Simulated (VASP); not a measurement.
FeO (Wuestite), 2 atoms in the cell. The structure is cubic, space group Fm-3m (No. 225). Conventional cell: a = 4.311 Å, b = 4.311 Å, c = 4.311 Å, α = 90.00°, β = 90.00°, γ = 90.00°. Fe (site symmetry m-3m) has 6 O at 2.16 Å within 2.9 Å. Within 2.9 Å of O (site symmetry m-3m) lie 6 Fe at 2.16 Å. 

- Program: VASP 6.6.1
- Task: relaxation of cell and atoms
- Functional: LDA
- Potentials or basis: VASP PAW LDA potentials, release 64 (Fe, O)
- Cutoff: 600 eV
- k mesh: 11 × 11 × 11
- Occupations: fermi-dirac, width 0.05 eV
- Spin: collinear spin, ferromagnetic start
- Starting moments: [3.0, 0.0] μB
- Dipole correction: no
- Further INCAR settings: ALGO = Normal; EDIFF = 1e-06; IBRION = 2; EDIFFG = -0.01; NSW = 80; ISIF = 3

Potentials or basis: VASP PAW LDA potentials, release 64 (Fe, O).

Launch:

```sh
$ cat potpaw_LDA.64/Fe/POTCAR potpaw_LDA.64/O/POTCAR > POTCAR
$ mpirun -np 1 vasp_std > vasp.out
```

Hardware: 1 thread of Intel(R) Xeon(R) 6975P-C (Granite Rapids), on a shared host.

Problem. Estimate the wall time of this run.

Solution. Wall time 30 s on 1 thread of Intel(R) Xeon(R) 6975P-C (Granite Rapids), with other jobs on the host, peak memory 0.16 GiB. Counts: scf iterations 39, k points 56, ion steps 4.
